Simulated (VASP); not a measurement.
Write the native input for VASP 6.6.1 that does the following.

| Property | Result |
| --- | --- |
| Task | relaxation of cell and atoms |
| Functional | PBEsol |
| Potentials or basis | VASP PAW PBE potentials, release 64 (Rh_pv) |
| Cutoff | 600 eV |
| k mesh | 11 × 11 × 3 |
| Occupations | fermi-dirac, width 0.05 eV |
| Spin | no spin polarisation |
| Dipole correction | no |
| Further INCAR settings | ALGO = Normal; EDIFF = 1e-06; IBRION = 2; EDIFFG = -0.01; NSW = 60; ISIF = 3 |

The structure of Rh lies in POSCAR:

```
Rh
1.0
    2.6917446234      0.0000000000      0.0000000000
   -1.3458723117      2.3311192244      0.0000000000
    0.0000000000      0.0000000000      8.7980701300
Rh
4
Direct
    0.6666666667      0.3333333333      0.7500000000
    0.0000000000      0.0000000000      0.5000000000
    0.3333333333      0.6666666667      0.2500000000
    0.0000000000      0.0000000000      0.0000000000
```

This isn't the form of Rh at room conditions, which is fcc.

These files were run (other wordings do the same):

INCAR

```
SYSTEM = Rh
PREC = Accurate
ENCUT = 600
EDIFF = 1E-6
ISMEAR = -1
SIGMA = 0.05
LREAL = .FALSE.
LASPH = .TRUE.
NELM = 60
ALGO = Normal
ISIF = 3
LWAVE = .FALSE.
LCHARG = .FALSE.
GGA = PS
IBRION = 2
NSW = 60
EDIFFG = -0.01
```

KPOINTS

```
regular mesh
0
G
  11 11 3
  0 0 0
```

Potentials or basis: VASP PAW PBE potentials, release 64 (Rh_pv).

Command:

```sh
$ cat potpaw_PBE.64/Rh_pv/POTCAR > POTCAR
$ mpirun -np 1 vasp_std > vasp.out
```

Results of the run:

```
Relaxed volume                        : 13.52 Å³/atom
Relaxed cell                          : a = 2.678 Å, b = 2.678 Å, c = 8.711 Å, α = 90.00°, β = 90.00°, γ = 120.00°
Space group after relaxing (to 0.1 Å) : P6_3/mmc (No. 194)
Energy gained by relaxing             : 5.3 meV/atom
Ionic steps                           : 11
Pressure after relaxing               : 0.0 GPa
Band gap on the k mesh                : zero (bands 30 and 31 overlap by 1.68 eV)
```

Caveat: the PAW data sets were made with another functional, which shifts forces and pressure a little.

Run time: 16 min on 1 thread of AMD EPYC 7R13, on a shared host, peak memory 0.2 GiB.
